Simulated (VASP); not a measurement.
# Sr8Ti8HO23 (a cell with a defect) in VASP: single point with PBEsol

Aim: the single point of Sr8Ti8HO23 (a cell with a defect) with PBEsol.

All numbers are computed with VASP 6.6.1; they aren't measurements. Logs are shortened: lines on timing, memory, paths and dates and some standing lists are left out, and cuts for length are marked.

## Step 1: The cell of the first run

The cell holds a defect, 40 atoms: a = 7.783 Å, b = 7.783 Å, c = 7.783 Å, α = 90.00°, β = 90.00°, γ = 90.00°.

## Step 2: Single point, PBEsol, collinear spin

Input file INCAR:

```
SYSTEM = Sr8Ti8HO23
PREC     = Accurate       ! precision mode
ENCUT    = 520            ! plane-wave cutoff, eV
EDIFF    = 1E-7           ! SCF threshold, eV
ISMEAR   = -1             ! smearing method
SIGMA    = 0.05           ! smearing width, eV
LREAL    = Auto         
LASPH    = .TRUE.         ! aspherical terms in the spheres
NELM     = 150            ! most SCF steps
ALGO     = Normal         ! electronic algorithm
ISIF     = 2              ! what is computed and relaxed
LWAVE    = .FALSE.        ! write WAVECAR
LCHARG   = .TRUE.         ! write CHGCAR
ISPIN    = 2              ! spin polarisation
MAGMOM   = 0 0.143 0 0.143 0 0 0 0 0.143 0.143 0 0 0 0 0 0 0 0 0 0 0 0 0 0.143 0.143 0 0 0 0 0 0 0 0 0 0 0 0 0 0 0.143 ! initial moments
LORBIT   = 11             ! projections on sites
LMAXMIX  = 4              ! l up to which the mixer works
GGA      = PS             ! functional
LELF     = .TRUE.         ! ELF
LVHAR    = .TRUE.       
NBANDS   = 188            ! bands
ISYM     = 0
```

Input file KPOINTS:

```
Automatic mesh
0
Gamma
  1 1 1
  0.25 0.25 0.25
```

Input file POSCAR:

```
Sr8Ti8HO23
1.0
    7.7828210000      0.0000000000      0.0000000000
    0.0000000000      7.7828210000      0.0000000000
    0.0000000000      0.0000000000      7.7828210000
Sr Ti O H
8 8 23 1
Direct
    0.9937470000      0.9981170000      0.9996050000
    0.9934760000      0.9972570000      0.5006960000
    0.9936950000      0.5033570000      0.9998280000
    0.9941940000      0.5026810000      0.4999030000
    0.5011070000      0.9958550000      0.9996780000
    0.4997860000      0.9970040000      0.4997880000
    0.4990470000      0.5032330000      0.0001260000
    0.4999060000      0.5034880000      0.4988530000
    0.2480110000      0.2502750000      0.2411030000
    0.2469210000      0.2492400000      0.7583020000
    0.2467740000      0.7523340000      0.2516970000
    0.2467260000      0.7498930000      0.7483090000
    0.7472460000      0.2502070000      0.2512360000
    0.7446670000      0.2501460000      0.7479200000
    0.7472810000      0.7501340000      0.2495700000
    0.7467910000      0.7496890000      0.7499350000
    0.2629560000      0.2356530000      0.9997260000
    0.2356430000      0.7614680000      0.9999360000
    0.2595950000      0.7375800000      0.5000040000
    0.7338880000      0.2594060000      0.9994680000
    0.7610110000      0.2397400000      0.4995620000
    0.7591070000      0.7399440000      0.9997340000
    0.7357980000      0.7593770000      0.4997960000
    0.9999680000      0.2627170000      0.2428970000
    0.0004790000      0.2372090000      0.7551540000
    0.9969260000      0.7365220000      0.2611050000
    0.9973400000      0.7624200000      0.7387170000
    0.4944910000      0.2365110000      0.2700080000
    0.4953730000      0.2628920000      0.7286560000
    0.4972820000      0.7617090000      0.2372590000
    0.4977450000      0.7374510000      0.7623570000
    0.2338430000      0.0016290000      0.2693470000
    0.2604810000      0.0023760000      0.7308810000
    0.2598780000      0.4965120000      0.2457610000
    0.2344840000      0.4969920000      0.7548770000
    0.7597760000      0.9993650000      0.2391400000
    0.7354170000      0.9997430000      0.7602980000
    0.7343160000      0.4997170000      0.2587730000
    0.7603580000      0.5000770000      0.7404200000
    0.2337230000      0.2614340000      0.4997490000
```

Potentials or basis: VASP PAW PBE potentials, release 64 (Sr_sv, Ti_sv, O, H).

Command:

```bash
$ cat potpaw_PBE.64/Sr_sv/POTCAR potpaw_PBE.64/Ti_sv/POTCAR potpaw_PBE.64/O/POTCAR potpaw_PBE.64/H/POTCAR > POTCAR
$ mpirun -np 1 vasp_std > vasp.out
```

OUTCAR:

```text
SYSTEM = Sr8Ti8HO23
   PREC = Accurate
   ENCUT = 520
   EDIFF = 1E-7
   ISMEAR = -1
   LREAL = Auto
   LASPH = .TRUE.
   NELM = 150
   ISIF = 2
   ISPIN = 2
   LORBIT = 11
   GGA = PS
   ISYM = 0

 ion  position               nearest neighbor table
   1  0.994  0.998  1.000-  36 2.61  18 2.63  25 2.66  22 2.72  27 2.74  37 2.74  17 2.79  24 2.80
                            32 2.81  20 2.87  26 2.88  33 2.95  15 3.35  16 3.35  10 3.35   9 3.36
   2  0.993  0.997  0.501-  32 2.60  27 2.60  21 2.61  25 2.72  23 2.73  36 2.73  33 2.74  26 2.76
                            40 2.78  37 2.85  24 2.88  19 2.89  16 3.34  15 3.35  11 3.36  12 3.36
   3  0.994  0.503  1.000-  22 2.59  24 2.66  35 2.67  39 2.72  26 2.73  18 2.75  20 2.77  25 2.81
                            34 2.82  38 2.85  27 2.86  17 2.96  15 3.34  16 3.34   9 3.37  10 3.37
   4  0.994  0.503  0.500-  26 2.60  39 2.61  40 2.65  35 2.73  21 2.74  24 2.74  27 2.75  19 2.76
                            38 2.76  23 2.83  34 2.86  25 2.87  16 3.35  15 3.35  13 3.36  12 3.36
   5  0.501  0.996  1.000-  30 2.60  37 2.61  17 2.63  31 2.73  20 2.74  36 2.74  18 2.76  33 2.81
                            28 2.82  22 2.83  32 2.96  29 2.96  16 3.33  15 3.33   9 3.37  10 3.37
   6  0.500  0.997  0.500-  28 2.58  33 2.59  23 2.61  29 2.73  37 2.73  32 2.74  30 2.74  19 2.75
                            21 2.78  36 2.87  31 2.87  40 2.92  16 3.35  15 3.35  11 3.35  14 3.35
   7  0.499  0.503  0.000-  31 2.60  20 2.63  34 2.67  38 2.72  30 2.73  22 2.74  17 2.78  35 2.81
                            29 2.82  39 2.87  18 2.87  28 2.95  16 3.34  15 3.35   9 3.35  10 3.36
   8  0.500  0.503  0.499-  29 2.59  19 2.61  38 2.61  23 2.71  34 2.72  28 2.74  31 2.74  39 2.76
                            40 2.80  30 2.86  35 2.87  21 2.89  15 3.34  16 3.34  14 3.36  13 3.36
   9  0.248  0.250  0.241-  17 1.89  34 1.92  24 1.93  28 1.93  32 1.95   7 3.35   1 3.36   3 3.37
                             5 3.37   8 3.43   6 3.43   4 3.44   2 3.45
  10  0.247  0.249  0.758-  17 1.89  25 1.92  35 1.93  33 1.94  29 1.95   1 3.35   7 3.36   3 3.37
                             5 3.37   2 3.43   6 3.43   4 3.44   8 3.45
  11  0.247  0.752  0.252-  19 1.94  32 1.95  26 1.95  30 1.95  18 1.96  34 1.99   6 3.35   2 3.36
                             8 3.37   5 3.37   4 3.37   1 3.37   7 3.38   3 3.39
  12  0.247  0.750  0.748-  19 1.94  27 1.94  31 1.96  18 1.96  35 1.97  33 1.97   4 3.36   2 3.36
                             6 3.36   8 3.37   7 3.37   3 3.38   5 3.38   1 3.38
  13  0.747  0.250  0.251-  21 1.94  38 1.95  36 1.96  20 1.96  24 1.97  28 1.98   4 3.36   8 3.36
                             2 3.36   6 3.37   1 3.37   3 3.37   5 3.38   7 3.38
  14  0.745  0.250  0.748-  21 1.94  29 1.95  39 1.95  37 1.95  20 1.96  25 1.99   6 3.35   8 3.36
                             2 3.37   5 3.37   4 3.37   7 3.37   1 3.38   3 3.39
  15  0.747  0.750  0.250-  36 1.94  26 1.95  22 1.95  30 1.95  23 1.95  38 1.95   5 3.33   3 3.34
                             8 3.34   1 3.35   2 3.35   7 3.35   6 3.35   4 3.35
  16  0.747  0.750  0.750-  31 1.94  39 1.95  22 1.95  37 1.95  23 1.95  27 1.95   5 3.33   3 3.34
                             2 3.34   8 3.34   7 3.34   4 3.35   6 3.35   1 3.35
  17  0.263  0.236  1.000-   9 1.89  10 1.89   5 2.63   7 2.78   1 2.79   3 2.96
  18  0.236  0.761  1.000-  12 1.96  11 1.96   1 2.63   3 2.75   5 2.76   7 2.87
  19  0.260  0.738  0.500-  12 1.94  11 1.94   8 2.61   6 2.75   4 2.76   2 2.89
  20  0.734  0.259  0.999-  14 1.96  13 1.96   7 2.63   5 2.74   3 2.77   1 2.87
  21  0.761  0.240  0.500-  13 1.94  14 1.94   2 2.61   4 2.74   6 2.78   8 2.89
[... 917 lines left out ...]

 spin component 2

 k-point     1 :       0.2500    0.2500    0.2500
  band No.  band energies     occupation
      1     -51.9593      1.00000
      2     -51.9572      1.00000
      3     -51.8912      1.00000
      4     -51.8900      1.00000
      5     -51.8888      1.00000
      6     -51.8885      1.00000
[... 677 lines left out ...]
    168       7.7353      0.00000
    169       7.7565      0.00000
 [bands above 169 left out]

------------------------ aborting loop because EDIFF is reached ----------------------------------------

  FORCE on cell =-STRESS in cart. coord.  units (eV):
  Direction    XX          YY          ZZ          XY          YZ          ZX
  --------------------------------------------------------------------------------------
  -------------------------------------------------------------------------------------
  Total        1.9612577      2.2722579      2.2011690     -0.5000360     -0.6627777     -0.5817448
  in kB        6.6655213      7.7224850      7.4808827     -1.6994202     -2.2525130     -1.9771150
  external PRESSURE =       7.2896297 kB  Pullay stress =       0.0000000 kB

 VOLUME and BASIS-vectors are now :
 -----------------------------------------------------------------------------
  energy-cutoff  :      520.00
  volume of cell :      471.42
      direct lattice vectors                 reciprocal lattice vectors
     7.782821000  0.000000000  0.000000000     0.128488115  0.000000000  0.000000000
     0.000000000  7.782821000  0.000000000     0.000000000  0.128488115  0.000000000
     0.000000000  0.000000000  7.782821000     0.000000000  0.000000000  0.128488115

 POSITION                                       TOTAL-FORCE (eV/Angst)
 -----------------------------------------------------------------------------------
      7.73416      7.76817      7.77975        -0.031431     -0.034780     -0.024715
      7.73205      7.76147      3.89683        -0.034349     -0.013806      0.006936
      7.73375      3.91754      7.78148        -0.007006      0.008562     -0.004318
      7.73763      3.91228      3.89066        -0.014529      0.014762      0.001471
      3.90003      7.75056      7.78031         0.018021     -0.015495     -0.003991
      3.88974      7.75950      3.88976         0.022508     -0.023015      0.000395
[... 32 lines left out ...]
      5.91773      3.89201      5.76256        -0.016649     -0.040955      0.005203
      1.81902      2.03469      3.88946        -0.003538      0.005171     -0.001663
 -----------------------------------------------------------------------------------
    total drift:                                0.055799     -0.004839      0.008063

  FREE ENERGIE OF THE ION-ELECTRON SYSTEM (eV)
  ---------------------------------------------------
  free  energy   TOTEN  =      -330.0181649074 eV

  energy  without entropy=     -329.8987347292  energy(sigma->0) =     -329.95844982

 total charge

# of ion       s       p       d       tot
------------------------------------------
    1        1.999   5.763   0.216   7.978
    2        2.000   5.766   0.222   7.988
    3        1.999   5.763   0.215   7.977
    4        1.999   5.764   0.218   7.981
    5        1.999   5.765   0.219   7.982
    6        2.000   5.767   0.225   7.992
[... 32 lines left out ...]
   39        1.560   3.479   0.000   5.039
   40        0.547   0.004   0.000   0.550
--------------------------------------------------
tot         70.274 176.594  16.260 263.128

 magnetization (x)

# of ion       s       p       d       tot
------------------------------------------
    1        0.000  -0.000   0.001   0.001
    2        0.000   0.000   0.001   0.001
    3        0.000   0.000   0.001   0.001
    4        0.000   0.000   0.001   0.001
    5        0.000  -0.000   0.001   0.001
    6        0.000   0.000   0.001   0.001
[... 32 lines left out ...]
   39       -0.000  -0.002   0.000  -0.002
   40       -0.001   0.000   0.000  -0.001
--------------------------------------------------
tot          0.001  -0.048   0.606   0.559
```

Run time: 46 min. Hardware: 1 thread of Oxide Virtual Turin-like, shared host; peak memory 0.93 GiB.

Results:

* Free energy: -330.0182 eV
* Pressure: 0.7 GPa
* Largest force: 0.134 eV/Å
* Net moment: 0.67 μB per cell
* Site moments: Sr +0.00; Ti +0.12, +0.13, +0.07, +0.08, +0.03 (each value once); O -0.01, -0.00 (each value once); H -0.00 μB
* Valence electrons inside the program's atomic spheres: Sr 7.98, 7.99 (each value once); Ti 10.40, 10.34, 10.35, 10.37 (each value once); O 5.05, 5.03, 5.04 (each value once); H 0.55

Forces in eV/Å, atoms in the order of the input:
```
Sr  -0.031 -0.035 -0.025
Sr  -0.034 -0.014  0.007
Sr  -0.007  0.009 -0.004
Sr  -0.015  0.015  0.001
Sr   0.018 -0.015 -0.004
Sr   0.023 -0.023  0.000
Sr   0.032  0.030  0.020
Sr   0.011  0.032 -0.010
Ti   0.060 -0.021  0.061
Ti   0.020 -0.071 -0.060
Ti   0.008 -0.132 -0.023
Ti   0.026  0.058  0.007
Ti  -0.059 -0.018 -0.012
Ti   0.121  0.000  0.024
Ti  -0.004 -0.005  0.002
Ti   0.019  0.013  0.006
O   -0.032  0.031 -0.004
O    0.002 -0.012  0.007
O   -0.009  0.007 -0.002
O    0.013 -0.003  0.010
O   -0.011  0.001 -0.017
O   -0.002  0.002  0.007
O    0.015 -0.018 -0.009
O    0.012 -0.010  0.018
O    0.000 -0.008  0.007
O    0.044  0.012 -0.004
O    0.034 -0.012 -0.003
O   -0.009  0.023  0.002
O   -0.104 -0.005  0.011
O   -0.035  0.014  0.011
O   -0.059  0.003  0.000
O    0.005  0.105 -0.004
O   -0.028  0.022 -0.001
O    0.003  0.013  0.000
O    0.008 -0.013 -0.016
O   -0.008  0.055  0.000
O   -0.017  0.035 -0.010
O    0.013 -0.031  0.000
O   -0.017 -0.041  0.005
H   -0.004  0.005 -0.002
```

Caveat: the k points lie up to 0.40 Å⁻¹ apart; the PAW data sets were made with another functional, which shifts forces and pressure a little.
